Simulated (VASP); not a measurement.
Here is a VASP 6.6.1 calculation.

File INCAR:

```
SYSTEM = MgS
PREC = Accurate ; ENCUT = 520
EDIFF = 1E-7 ; ISMEAR = 0
SIGMA = 0.01 ; LREAL = .False.
LASPH = .True. ; NELM = 60
ALGO = Normal ; ISIF = 2
LWAVE = .False. ; LCHARG = .False.
NBANDS = 11
```

KPOINTS

```
regular mesh
0
Gamma
  8 8 8
  0 0 0
```

File POSCAR:

```
MgS
1.0
    2.5128987816      2.5128987816      0.0000000000
   -2.5128987816      2.5128987816      0.0000000000
    0.0000000000      2.5128987816      2.5949526194
Mg S
1 1
Direct
    0.0000000000      0.0000000000      0.0000000000
    0.5000000000      0.5000000000      0.0000000000
```

Potentials or basis: VASP PAW LDA potentials, release 64 (Mg, S).

Run with:

```sh
$ cat potpaw_LDA.64/Mg/POTCAR potpaw_LDA.64/S/POTCAR > POTCAR
$ mpirun -np 1 vasp_std > vasp.out
```

Task: Predict the band gap on the k mesh.

Result: 2.57 eV, indirect (least direct gap 3.99 eV).

Task: Estimate the pressure.

Result: 2.1 GPa.

Stress tensor (GPa, compression positive):
```
 3.59  0.00  0.00
 0.00  3.59  0.00
 0.00  0.00 -0.75
```

Caveat: the cell differs from its parent crystal (in-plane strain -0.02). A k mesh can miss the band edges.
